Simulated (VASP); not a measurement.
# SnCl (I-4m2) in VASP: further runs

SnCl is run at these levels: PBE; tasks: single point, relaxation of cell and atoms.

Everything below comes from runs of VASP 6.6.1. Logs are shortened: lines on timing, memory, paths and dates and some standing lists are left out, and cuts for length are marked.

## Step 1: The cell of the first run

The structure is tetragonal, space group I-4m2 (No. 119). Conventional cell: a = 5.466 Å, b = 5.466 Å, c = 3.862 Å, α = 90.00°, β = 90.00°, γ = 90.00°. Sn (site symmetry -4m2) has 4 Cl at 2.90 Å within 3.8 Å. Within 3.8 Å of Cl (site symmetry -4m2) lie 4 Sn at 2.90 Å.

## Step 2: Single point, PBE

INCAR

```
ALGO = Normal ; EDIFF = 1E-6
ENCUT = 520 ; GGA = PE
ISIF = 2 ; ISMEAR = 0
LASPH = T ; LCHARG = T
LELF = T ; LREAL = F
LVHAR = T ; LWAVE = F
NBANDS = 18 ; NELM = 100
PREC = Accurate ; SIGMA = 0.1
```

KPOINTS

```
k-points
0
Gamma
  6 6 6
```

POSCAR

```
SnCl
1.0
   -2.7332083400      2.7332083400      1.9309825200
    2.7332083400     -2.7332083400      1.9309825200
    2.7332083400      2.7332083400     -1.9309825200
Sn Cl
1 1
Direct
    0.5000000000      0.5000000000      0.0000000000
    0.2500000000      0.7500000000      0.5000000000
```

Potentials or basis: VASP PAW PBE potentials, release 64 (Sn_d, Cl).

The run is started by

```console
$ cat potpaw_PBE.64/Sn_d/POTCAR potpaw_PBE.64/Cl/POTCAR > POTCAR
$ mpirun -np 1 vasp_std > vasp.out
```

OUTCAR:

```text
EDIFF = 1E-6
   ENCUT = 520
   GGA = PE
   ISIF = 2
   ISMEAR = 0
   LASPH = T
   LREAL = F
   NELM = 100
   PREC = Accurate

 ion  position               nearest neighbor table
   1  0.500  0.500  0.000-   2 2.90   2 2.90   2 2.90   2 2.90
   2  0.250  0.750  0.500-   1 2.90   1 2.90   1 2.90   1 2.90

  LATTYP: Found a body centered tetragonal cell.
 ALAT       =     5.4664166800
 C/A-ratio  =     0.7064893268

  Lattice vectors:

 A1 = (  -2.7332083400,   2.7332083400,   1.9309825200)
 A2 = (   2.7332083400,  -2.7332083400,   1.9309825200)
 A3 = (   2.7332083400,   2.7332083400,  -1.9309825200)

Analysis of symmetry for initial positions (statically):
=====================================================================
 Subroutine PRICEL returns:
 Original cell was already a primitive cell.

 Routine SETGRP: Setting up the symmetry group for a
 body centered tetragonal supercell.

 Subroutine GETGRP returns: Found  8 space group operations
 (whereof  8 operations were pure point group operations)
 out of a pool of 16 trial point group operations.

The static configuration has the point symmetry D_2d.

Analysis of symmetry for dynamics (positions and initial velocities):
=====================================================================
 Subroutine PRICEL returns:
 Original cell was already a primitive cell.

 Routine SETGRP: Setting up the symmetry group for a
 body centered tetragonal supercell.

 Subroutine GETGRP returns: Found  8 space group operations
 (whereof  8 operations were pure point group operations)
 out of a pool of 16 trial point group operations.

The dynamic configuration has the point symmetry D_2d.

 Subroutine INISYM returns: Found  8 space group operations
 (whereof  8 operations are pure point group operations),
 and found     1 'primitive' translations

----------------------------------------------------------------------------------------

                                     Primitive cell

  volume of cell :      57.7011

  direct lattice vectors                    reciprocal lattice vectors
    -2.733208340  2.733208340  1.930982520     0.000000000  0.182935195  0.258935539
     2.733208340 -2.733208340  1.930982520     0.182935195  0.000000000  0.258935539
     2.733208340  2.733208340 -1.930982520     0.182935195  0.182935195  0.000000000

  length of vectors
     4.320827369  4.320827369  4.320827369     0.317037693  0.317037693  0.258709433

  position of ions in fractional coordinates (direct lattice)
     0.500000000  0.500000000  0.000000000
     0.250000000  0.750000000  0.500000000

  ion indices of the primitive-cell ions
   primitive index   ion index
                 1           1
                 2           2

----------------------------------------------------------------------------------------

 KPOINTS: k-points

Automatic generation of k-mesh.
 Grid dimensions read from file:
 generate k-points for:    6    6    6

 Generating k-lattice:

  Cartesian coordinates                     Fractional coordinates (reciprocal lattice)
     0.000000000  0.030489199  0.043155923     0.166666667  0.000000000  0.000000000
     0.030489199  0.000000000  0.043155923     0.000000000  0.166666667  0.000000000
     0.030489199  0.030489199  0.000000000     0.000000000  0.000000000  0.166666667

  Length of vectors
     0.052839616  0.052839616  0.043118239

  Shift w.r.t. Gamma in fractional coordinates (k-lattice)
     0.000000000  0.000000000  0.000000000

 Subroutine IBZKPT returns following result:
 ===========================================

 Found     30 irreducible k-points:

 Following reciprocal coordinates:
            Coordinates               Weight
  0.000000  0.000000  0.000000      1.000000
  0.166667  0.000000  0.000000      8.000000
  0.333333  0.000000 -0.000000      8.000000
  0.500000  0.000000 -0.000000      4.000000
  0.166667  0.166667  0.000000      8.000000
  0.333333  0.166667 -0.000000     16.000000
[... 16 lines left out ...]
 -0.333333 -0.333333  0.166667      8.000000
 -0.166667 -0.333333  0.166667      8.000000
 [... further k-points ...]
   k-points           NKPTS =     30   k-points in BZ     NKDIM =     30   number of bands    NBANDS=     18
   number of dos      NEDOS =    301   number of ions     NIONS =      2
   total plane-waves  NPLWV =  32768
   dimension x,y,z NGX =    32 NGY =   32 NGZ =   32
   dimension x,y,z NGXF=    64 NGYF=   64 NGZF=   64
   ions per type =               1   1
   NGX,Y,Z   is equivalent  to a cutoff of  12.31, 12.31, 12.31 a.u.
   NGXF,Y,Z  is equivalent  to a cutoff of  24.62, 24.62, 24.62 a.u.
 SYSTEM =  unknown system
   PREC   = accura    normal or accurate (medium, high low for compatibility)
   ISTART =      0    job   : 0-new  1-cont  2-samecut
   ICHARG =      2    charge: 1-file 2-atom 10-const
   ISPIN  =      1    spin polarized calculation?
   LNONCOLLINEAR =      F non collinear calculations
   LSORBIT =      F    spin-orbit coupling
   LASPH  =      T    aspherical Exc in radial PAW
   ENCUT  =  520.0 eV  38.22 Ry    6.18 a.u.   8.03  8.03  8.03*2*pi/ulx,y,z
   NELM   =    100;   NELMIN=  2; NELMDL= -5     # of ELM steps
   EDIFF  = 0.1E-05   stopping-criterion for ELM
   LREAL  =      F    real-space projection
   EDIFFG = 0.1E-04   stopping-criterion for IOM
   NSW    =      0    number of steps for IOM
   IBRION =     -1    ionic relax: 0-MD 1-quasi-New 2-CG
   NFREE  =      0    steps in history (QN), initial steepest desc. (CG)
   ISIF   =      2    stress and relaxation
   ISYM   =      2    0-nonsym 1-usesym 2-fastsym
   POTIM  = 0.5000    time-step for ionic-motion
   TEBEG  =    0.0;   TEEND  =   0.0 temperature during run
   PSTRESS=    0.0 pullay stress
   NELECT =      21.0000    total number of electrons
   NUPDOWN=      -1.0000    fix difference up-down
   EMIN   =  10.00;   EMAX   =-10.00  energy-range for DOS
   EFERMI =   0.00;   METHOD = LEGACY
   ISMEAR =     0;   SIGMA  =   0.10  broadening in eV -4-tet -1-fermi 0-gaus
   EFERMI_NEDOS =   21; number of points for ismear=-14 and -15
   IALGO  =     38    algorithm
   IMIX   =      4    mixing-type and parameters
     AMIX     =   0.40;   BMIX     =  1.00
     AMIX_MAG =   1.60;   BMIX_MAG =  1.00
  volume/ion in A,a.u.               =      28.85       194.69
  Fermi-wavevector in a.u.,A,eV,Ry     =   1.168835  2.208778 18.587953  1.366176
  Thomas-Fermi vector in A             =   2.305316
   LORBIT       =      0    0 simple, 1 ext, 2 COOP (PROOUT), +10 PAW based schemes
   GGA     = PE    functional components
   LHFCALC =     F    Hartree Fock is set to
   AEXX    =    0.0000 exact exchange contribution
   IVDW    =     0    specifies the selected vdW correction
   LEPSILON=     F    determine dielectric tensor
   LRPA    =     F    only Hartree local field effects (RPA)
 non-spin polarized calculation
 Gauss-broadening in eV      SIGMA  =   0.10
  energy-cutoff  :      520.00
  volume of cell :       57.70
 maximum number of plane-waves:      1580
   NGX = 17   NGY = 17   NGZ = 17

 number of electron      21.0000004 magnetization

 Free energy of the ion-electron system (eV)
  ---------------------------------------------------
  ext. energy  EPLUGINS =         0.00000000
  ---------------------------------------------------
  free energy    TOTEN  =        -6.24132581 eV

  energy without entropy =       -6.23069784  energy(sigma->0) =       -6.23601182

 E-fermi :   5.3511     XC(G=0):  -9.0022

 val. band max:        5.3152670054   @ k =   0.5000   0.3333  -0.0000
 cond. band min:       5.3615201236   @ k =   0.5000   0.1667   0.0000
 fundamental gap:      0.0462531182
 Fermi energy:         5.3510871968

 k-point     1 :       0.0000    0.0000    0.0000
  band No.  band energies     occupation
      1     -16.9335      2.00000
      2     -16.9219      2.00000
      3     -16.7822      2.00000
      4     -16.7822      2.00000
      5     -16.7487      2.00000
      6     -11.5384      2.00000
[... 10 lines left out ...]
     17      13.4300      0.00000
     18      13.7094      0.00000

 k-point     2 :       0.1667    0.0000    0.0000
  band No.  band energies     occupation
      1     -16.9309      2.00000
      2     -16.9242      2.00000
      3     -16.7844      2.00000
      4     -16.7838      2.00000
      5     -16.7398      2.00000
      6     -11.4526      2.00000
[... 10 lines left out ...]
     17      13.3782      0.00000
     18      15.4880      0.00000

 k-point     3 :       0.3333    0.0000   -0.0000
  band No.  band energies     occupation
      1     -16.9293      2.00000
      2     -16.9260      2.00000
      3     -16.7892      2.00000
      4     -16.7867      2.00000
      5     -16.7217      2.00000
      6     -11.2732      2.00000
[... 10 lines left out ...]
     17      14.2819      0.00000
     18      17.0045      0.00000

 k-point     4 :       0.5000    0.0000   -0.0000
  band No.  band energies     occupation
      1     -16.9319      2.00000
      2     -16.9237      2.00000
      3     -16.7917      2.00000
      4     -16.7880      2.00000
      5     -16.7126      2.00000
      6     -11.1793      2.00000
[... 10 lines left out ...]
     17      15.3187      0.00000
     18      17.7422      0.00000

 k-point     5 :       0.1667    0.1667    0.0000
  band No.  band energies     occupation
      1     -16.9284      2.00000
      2     -16.9269      2.00000
      3     -16.7895      2.00000
      4     -16.7869      2.00000
      5     -16.7223      2.00000
      6     -11.3030      2.00000
[... 10 lines left out ...]
     17      14.3743      0.00000
     18      17.6517      0.00000

 k-point     6 :       0.3333    0.1667   -0.0000
  band No.  band energies     occupation
      1     -16.9319      2.00000
      2     -16.9234      2.00000
      3     -16.7919      2.00000
      4     -16.7879      2.00000
      5     -16.7128      2.00000
      6     -11.1795      2.00000
[... 307 lines left out ...]
 k-point    21 :      -0.3333    0.5000    0.1667
  band No.  band energies     occupation
      1     -16.9394      2.00000
      2     -16.9203      2.00000
      3     -16.7829      2.00000
      4     -16.7772      2.00000
      5     -16.7383      2.00000
      6     -11.2051      2.00000
[... 10 lines left out ...]
     17      14.9946      0.00000
     18      16.3039      0.00000

 k-point    22 :      -0.1667    0.5000    0.1667
  band No.  band energies     occupation
      1     -16.9377      2.00000
      2     -16.9212      2.00000
      3     -16.7870      2.00000
      4     -16.7846      2.00000
      5     -16.7215      2.00000
      6     -11.1645      2.00000
[... 10 lines left out ...]
     17      15.4213      0.00000
     18      15.7373      0.00000

 k-point    23 :      -0.3333   -0.3333    0.1667
  band No.  band energies     occupation
      1     -16.9409      2.00000
      2     -16.9197      2.00000
      3     -16.7862      2.00000
      4     -16.7837      2.00000
      5     -16.7220      2.00000
      6     -11.1405      2.00000
[... 10 lines left out ...]
     17      14.9498      0.00000
     18      16.5628      0.00000

 k-point    24 :      -0.1667   -0.3333    0.1667
  band No.  band energies     occupation
      1     -16.9353      2.00000
      2     -16.9231      2.00000
      3     -16.7894      2.00000
      4     -16.7885      2.00000
      5     -16.7140      2.00000
      6     -11.1898      2.00000
[... 10 lines left out ...]
     17      15.2261      0.00000
     18      17.3557      0.00000

 [... further k-points ...]
[... 5 lines left out ...]
  --------------------------------------------------------------------------------------
  -------------------------------------------------------------------------------------
  Total        1.6982631      1.6982631     -1.5685172      0.0000000      0.0000000     -0.0000000
  in kB       47.1554339     47.1554339    -43.5527973      0.0000000      0.0000000     -0.0000000
  external PRESSURE =      16.9193568 kB  Pullay stress =       0.0000000 kB

 VOLUME and BASIS-vectors are now :
 -----------------------------------------------------------------------------
  energy-cutoff  :      520.00
  volume of cell :       57.70
      direct lattice vectors                 reciprocal lattice vectors
    -2.733208340  2.733208340  1.930982520     0.000000000  0.182935195  0.258935539
     2.733208340 -2.733208340  1.930982520     0.182935195  0.000000000  0.258935539
     2.733208340  2.733208340 -1.930982520     0.182935195  0.182935195  0.000000000

 POSITION                                       TOTAL-FORCE (eV/Angst)
 -----------------------------------------------------------------------------------
      0.00000      0.00000      1.93098        -0.000000      0.000000     -0.000000
      2.73321      0.00000      0.96549         0.000000     -0.000000      0.000000
 -----------------------------------------------------------------------------------
    total drift:                               -0.000000      0.000000      0.000000

  FREE ENERGIE OF THE ION-ELECTRON SYSTEM (eV)
  ---------------------------------------------------
  free  energy   TOTEN  =        -6.2413258123 eV

  energy  without entropy=       -6.2306978376  energy(sigma->0) =       -6.23601182
```

It took 11 s on 1 thread of Intel Xeon Platinum 8488C (Sapphire Rapids), shared host; peak memory 0.18 GiB.

What came out:

* Free energy: -6.2413 eV
* Pressure: 1.7 GPa

Levels at points of the mesh, in eV from the Fermi level:
| k point | band 8 | band 9 | band 10 | band 11 | band 12 | band 13 |
| --- | --- | --- | --- | --- | --- | --- |
| (0.00, 0.00, 0.00) | -5.13 | -5.13 | -3.94 | 3.01 | 3.01 | 3.30 |
| (0.50, 0.00, 0.00) | -5.42 | -5.00 | -4.02 | -0.27 | 1.28 | 1.98 |
| (0.50, 0.50, 0.00) | -4.78 | -4.25 | -2.34 | -0.86 | 1.86 | 3.27 |
| (0.50, 0.50, 0.50) | -6.40 | -6.40 | -3.99 | 1.42 | 2.66 | 2.66 |

Caveat: spin-orbit coupling is left out, which moves the levels of the heavy elements; an odd number of electrons without spin polarisation forces a metal; a magnetic or distorted state may lie lower.

(Continued in part 2 of 2.)
